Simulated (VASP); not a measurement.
# Ga7As (Fm-3m) in VASP: single point with r2SCAN

Aim: the single point of Ga7As with r2SCAN.

All numbers are computed with VASP 6.6.1; they aren't measurements. Logs are shortened: lines on timing, memory, paths and dates and some standing lists are left out, and cuts for length are marked.

## 1. The cell of the first run

It takes space group Fm-3m (No. 225, cubic). Conventional cell: a = 8.497 Å, b = 8.497 Å, c = 8.497 Å, α = 90.00°, β = 90.00°, γ = 90.00°. Within 4.0 Å of Ga (site symmetry m-3m) lie 12 Ga at 3.00 Å. Ga (site symmetry mmm) has 10 Ga at 3.00 Å and 2 As at 3.00 Å within 4.0 Å. Within 4.0 Å of As (site symmetry m-3m) lie 12 Ga at 3.00 Å.

## 2. Single point, r2SCAN

Contents of POSCAR:

```
Ga7As
1.0
    0.0000000000      4.2486592015      4.2486592015
    4.2486592015      0.0000000000      4.2486592015
    4.2486592015      4.2486592015      0.0000000000
Ga As
7 1
Direct
    0.5000000000      0.5000000000      0.5000000000
    0.0000000000      0.0000000000      0.5000000000
    0.5000000000      0.0000000000      0.5000000000
    0.0000000000      0.5000000000      0.5000000000
    0.5000000000      0.5000000000      0.0000000000
    0.0000000000      0.5000000000      0.0000000000
    0.5000000000      0.0000000000      0.0000000000
    0.0000000000      0.0000000000      0.0000000000
```

Contents of INCAR.step1:

```
PREC = Accurate
ENCUT = 550
ISMEAR = 0
SIGMA = 0.1
LREAL = False
LASPH = True
NELM = 120
NBANDS = 58
GGA = PE
ALGO = Normal
EDIFF = 1E-5
LWAVE = True
LCHARG = False
GGA_COMPAT = False
```

Contents of INCAR.step2:

```
PREC = Accurate
ENCUT = 550
EDIFF = 1E-6
ISMEAR = 0
SIGMA = 0.1
LREAL = False
LASPH = True
NELM = 120
ALGO = Normal
ISIF = 2
LWAVE = False
LCHARG = False
METAGGA = R2SCAN
LMIXTAU = True
NBANDS = 58
ISTART = 1
GGA_COMPAT = False
```

Contents of KPOINTS:

```
regular mesh
0
Gamma
  6 6 6
```

Potentials or basis: VASP PAW PBE potentials, release 64 (Ga_d, As).

Started as:

```bash
$ cat potpaw_PBE.64/Ga_d/POTCAR potpaw_PBE.64/As/POTCAR > POTCAR
$ cp INCAR.step1 INCAR
$ mpirun -np 1 vasp_std > vasp.out
$ cp INCAR.step2 INCAR
$ mpirun -np 1 vasp_std > vasp.out
```

OUTCAR:

```text
PREC = Accurate
   ENCUT = 550
   EDIFF = 1E-6
   ISMEAR = 0
   LREAL = False
   LASPH = True
   NELM = 120
   ISIF = 2
   METAGGA = R2SCAN
   ISTART = 1

 ion  position               nearest neighbor table
   1  0.500  0.500  0.500-
   2  0.000  0.000  0.500-
   3  0.500  0.000  0.500-
   4  0.000  0.500  0.500-
   5  0.500  0.500  0.000-
   6  0.000  0.500  0.000-
   7  0.500  0.000  0.000-
   8  0.000  0.000  0.000-

  LATTYP: Found a face centered cubic cell.
 ALAT       =     8.4973184030

  Lattice vectors:

 A1 = (   0.0000000000,   4.2486592015,   4.2486592015)
 A2 = (   4.2486592015,   0.0000000000,   4.2486592015)
 A3 = (   4.2486592015,   4.2486592015,   0.0000000000)

Analysis of symmetry for initial positions (statically):
=====================================================================
 Subroutine PRICEL returns:
 Original cell was already a primitive cell.

 Routine SETGRP: Setting up the symmetry group for a
 face centered cubic supercell.

 Subroutine GETGRP returns: Found 48 space group operations
 (whereof 48 operations were pure point group operations)
 out of a pool of 48 trial point group operations.

The static configuration has the point symmetry O_h .

Analysis of symmetry for dynamics (positions and initial velocities):
=====================================================================
 Subroutine PRICEL returns:
 Original cell was already a primitive cell.

 Routine SETGRP: Setting up the symmetry group for a
 face centered cubic supercell.

 Subroutine GETGRP returns: Found 48 space group operations
 (whereof 48 operations were pure point group operations)
 out of a pool of 48 trial point group operations.

The dynamic configuration has the point symmetry O_h .

 Subroutine INISYM returns: Found 48 space group operations
 (whereof 48 operations are pure point group operations),
 and found     1 'primitive' translations

----------------------------------------------------------------------------------------

                                     Primitive cell

  volume of cell :     153.3860

  direct lattice vectors                    reciprocal lattice vectors
     0.000000000  4.248659201  4.248659201    -0.117684186  0.117684186  0.117684186
     4.248659201  0.000000000  4.248659201     0.117684186 -0.117684186  0.117684186
     4.248659201  4.248659201  0.000000000     0.117684186  0.117684186 -0.117684186

  length of vectors
     6.008511465  6.008511465  6.008511465     0.203834990  0.203834990  0.203834990

  position of ions in fractional coordinates (direct lattice)
     0.500000000  0.500000000  0.500000000
     0.000000000  0.000000000  0.500000000
     0.500000000  0.000000000  0.500000000
     0.000000000  0.500000000  0.500000000
     0.500000000  0.500000000  0.000000000
     0.000000000  0.500000000  0.000000000
     0.500000000  0.000000000  0.000000000
     0.000000000  0.000000000  0.000000000

  ion indices of the primitive-cell ions
   primitive index   ion index
                 1           1
                 2           2
                 3           3
                 4           4
                 5           5
                 6           6
                 7           7
                 8           8

----------------------------------------------------------------------------------------

 KPOINTS: regular mesh

Automatic generation of k-mesh.
 Grid dimensions read from file:
 generate k-points for:    6    6    6

 Generating k-lattice:

  Cartesian coordinates                     Fractional coordinates (reciprocal lattice)
    -0.019614031  0.019614031  0.019614031     0.166666667  0.000000000  0.000000000
     0.019614031 -0.019614031  0.019614031     0.000000000  0.166666667  0.000000000
     0.019614031  0.019614031 -0.019614031     0.000000000  0.000000000  0.166666667

  Length of vectors
     0.033972498  0.033972498  0.033972498

  Shift w.r.t. Gamma in fractional coordinates (k-lattice)
     0.000000000  0.000000000  0.000000000

 Subroutine IBZKPT returns following result:
 ===========================================

 Found     16 irreducible k-points:

 Following reciprocal coordinates:
            Coordinates               Weight
  0.000000  0.000000  0.000000      1.000000
  0.166667  0.000000  0.000000      8.000000
  0.333333  0.000000  0.000000      8.000000
  0.500000  0.000000  0.000000      4.000000
  0.166667  0.166667  0.000000      6.000000
  0.333333  0.166667  0.000000     24.000000
[... 8 lines left out ...]
 -0.333333  0.333333  0.166667     24.000000
 -0.333333  0.500000  0.166667     12.000000
   k-points           NKPTS =     16   k-points in BZ     NKDIM =     16   number of bands    NBANDS=     58
   number of dos      NEDOS =    301   number of ions     NIONS =      8
   total plane-waves  NPLWV = 110592
   dimension x,y,z NGX =    48 NGY =   48 NGZ =   48
   dimension x,y,z NGXF=    96 NGYF=   96 NGZF=   96
   ions per type =               7   1
   NGX,Y,Z   is equivalent  to a cutoff of  13.28, 13.28, 13.28 a.u.
   NGXF,Y,Z  is equivalent  to a cutoff of  26.56, 26.56, 26.56 a.u.
 SYSTEM =  unknown system
   PREC   = accura    normal or accurate (medium, high low for compatibility)
   ISTART =      1    job   : 0-new  1-cont  2-samecut
   ICHARG =      0    charge: 1-file 2-atom 10-const
   ISPIN  =      1    spin polarized calculation?
   LNONCOLLINEAR =      F non collinear calculations
   LSORBIT =      F    spin-orbit coupling
   LASPH  =      T    aspherical Exc in radial PAW
   ENCUT  =  550.0 eV  40.42 Ry    6.36 a.u.  11.49 11.49 11.49*2*pi/ulx,y,z
   NELM   =    120;   NELMIN=  2; NELMDL=  0     # of ELM steps
   EDIFF  = 0.1E-05   stopping-criterion for ELM
   LREAL  =      F    real-space projection
   EDIFFG = 0.1E-04   stopping-criterion for IOM
   NSW    =      0    number of steps for IOM
   IBRION =     -1    ionic relax: 0-MD 1-quasi-New 2-CG
   NFREE  =      0    steps in history (QN), initial steepest desc. (CG)
   ISIF   =      2    stress and relaxation
   ISYM   =      2    0-nonsym 1-usesym 2-fastsym
   POTIM  = 0.5000    time-step for ionic-motion
   TEBEG  =    0.0;   TEEND  =   0.0 temperature during run
   PSTRESS=    0.0 pullay stress
   NELECT =      96.0000    total number of electrons
   NUPDOWN=      -1.0000    fix difference up-down
   EMIN   =  10.00;   EMAX   =-10.00  energy-range for DOS
   EFERMI =   0.00;   METHOD = LEGACY
   ISMEAR =     0;   SIGMA  =   0.10  broadening in eV -4-tet -1-fermi 0-gaus
   EFERMI_NEDOS =   21; number of points for ismear=-14 and -15
   IALGO  =     38    algorithm
   IMIX   =      4    mixing-type and parameters
     AMIX     =   0.40;   BMIX     =  1.00
     AMIX_MAG =   1.60;   BMIX_MAG =  1.00
  volume/ion in A,a.u.               =      19.17       129.39
  Fermi-wavevector in a.u.,A,eV,Ry     =   1.400350  2.646278 26.680765  1.960981
  Thomas-Fermi vector in A             =   2.523319
   LORBIT       =      0    0 simple, 1 ext, 2 COOP (PROOUT), +10 PAW based schemes
   METAGGA = R2SCAN    functional components
   LHFCALC =     F    Hartree Fock is set to
   AEXX    =    0.0000 exact exchange contribution
   IVDW    =     0    specifies the selected vdW correction
   LEPSILON=     F    determine dielectric tensor
   LRPA    =     F    only Hartree local field effects (RPA)
 non-spin polarized calculation
 Gauss-broadening in eV      SIGMA  =   0.10
  energy-cutoff  :      550.00
  volume of cell :      153.39
 maximum number of plane-waves:      4573
 NGX is ok and might be reduce to    48
   NGX = 23   NGY = 23   NGZ = 23

 number of electron      96.0000068 magnetization

 Free energy of the ion-electron system (eV)
  ---------------------------------------------------
  ext. energy  EPLUGINS =         0.00000000
  ---------------------------------------------------
  free energy    TOTEN  =       -93.40256838 eV

  energy without entropy =      -93.38377942  energy(sigma->0) =      -93.39317390

 E-fermi :   5.5416     XC(G=0): -11.9713

 val. band max:        5.5384682754   @ k =   0.1667   0.1667   0.0000
 cond. band min:       5.5458731941   @ k =   0.5000   0.3333   0.1667
 fundamental gap:      0.0074049187
 Fermi energy:         5.5416314591

 k-point     1 :       0.0000    0.0000    0.0000
  band No.  band energies     occupation
      1     -10.1858      2.00000
      2     -10.1858      2.00000
      3     -10.1858      2.00000
      4     -10.1585      2.00000
      5     -10.1316      2.00000
      6     -10.1316      2.00000
[... 50 lines left out ...]
     57      13.5910      0.00000
     58      13.6591      0.00000

 k-point     2 :       0.1667    0.0000    0.0000
  band No.  band energies     occupation
      1     -10.1734      2.00000
      2     -10.1734      2.00000
      3     -10.1726      2.00000
      4     -10.1412      2.00000
      5     -10.1209      2.00000
      6     -10.1209      2.00000
[... 50 lines left out ...]
     57      12.5302      0.00000
     58      13.4154      0.00000

 k-point     3 :       0.3333    0.0000    0.0000
  band No.  band energies     occupation
      1     -10.1488      2.00000
      2     -10.1488      2.00000
      3     -10.1426      2.00000
      4     -10.1010      2.00000
      5     -10.0891      2.00000
      6     -10.0891      2.00000
[... 728 lines left out ...]
      3     -10.0840      2.00000
      4     -10.0703      2.00000
      5     -10.0703      2.00000
      6     -10.0587      2.00000
[... 50 lines left out ...]
     57       9.7089      0.00000
     58       9.9895      0.00000

 k-point    16 :      -0.3333    0.5000    0.1667
  band No.  band energies     occupation
      1     -10.1125      2.00000
      2     -10.0829      2.00000
      3     -10.0826      2.00000
      4     -10.0710      2.00000
      5     -10.0667      2.00000
      6     -10.0559      2.00000
[... 50 lines left out ...]
     57       9.1818      0.00000
     58       9.9867      0.00000

------------------------ aborting loop because EDIFF is reached ----------------------------------------

  FORCE on cell =-STRESS in cart. coord.  units (eV):
  Direction    XX          YY          ZZ          XY          YZ          ZX
  --------------------------------------------------------------------------------------
  -------------------------------------------------------------------------------------
  Total       -2.4700659     -2.4700659     -2.4700659      0.0000000      0.0000000      0.0000000
  in kB      -25.8008156    -25.8008156    -25.8008156      0.0000000      0.0000000      0.0000000
  external PRESSURE =     -25.8008156 kB  Pullay stress =       0.0000000 kB

 VOLUME and BASIS-vectors are now :
 -----------------------------------------------------------------------------
  energy-cutoff  :      550.00
  volume of cell :      153.39
      direct lattice vectors                 reciprocal lattice vectors
     0.000000000  4.248659201  4.248659201    -0.117684186  0.117684186  0.117684186
     4.248659201  0.000000000  4.248659201     0.117684186 -0.117684186  0.117684186
     4.248659201  4.248659201  0.000000000     0.117684186  0.117684186 -0.117684186

 POSITION                                       TOTAL-FORCE (eV/Angst)
 -----------------------------------------------------------------------------------
      4.24866      4.24866      4.24866         0.000000      0.000000      0.000000
      2.12433      2.12433      0.00000        -0.000000      0.000000     -0.000000
      2.12433      4.24866      2.12433         0.000000      0.000000     -0.000000
      4.24866      2.12433      2.12433         0.000000     -0.000000      0.000000
      2.12433      2.12433      4.24866         0.000000     -0.000000     -0.000000
      2.12433      0.00000      2.12433         0.000000     -0.000000      0.000000
      0.00000      2.12433      2.12433        -0.000000      0.000000      0.000000
      0.00000      0.00000      0.00000         0.000000      0.000000      0.000000
 -----------------------------------------------------------------------------------
    total drift:                                0.000000      0.000000      0.000000

  FREE ENERGIE OF THE ION-ELECTRON SYSTEM (eV)
  ---------------------------------------------------
  free  energy   TOTEN  =       -93.4025683784 eV

  energy  without entropy=      -93.3837794248  energy(sigma->0) =      -93.39317390
```

Wall time 16 min (1 thread of Oxide Virtual Turin-like, shared host); peak memory 0.4 GiB.

What came out:

```
Free energy            : -93.4026 eV
Pressure               : -2.6 GPa
Band gap on the k mesh : zero (bands 48 and 49 overlap by 3.29 eV)
```

Levels at points of the mesh, in eV from the Fermi level:
```tsv
k point	band 46	band 47	band 48	band 49	band 50	band 51
(0.00, 0.00, 0.00)	-3.22	-3.22	-3.22	-2.53	-2.53	3.51
(0.50, 0.00, 0.00)	-1.69	-1.61	-0.93	-0.93	1.32	2.65
(0.50, 0.50, 0.00)	-0.70	-0.49	-0.49	1.05	1.33	1.44
```

Caveat: the PAW data sets were made with another functional, which shifts forces and pressure a little.
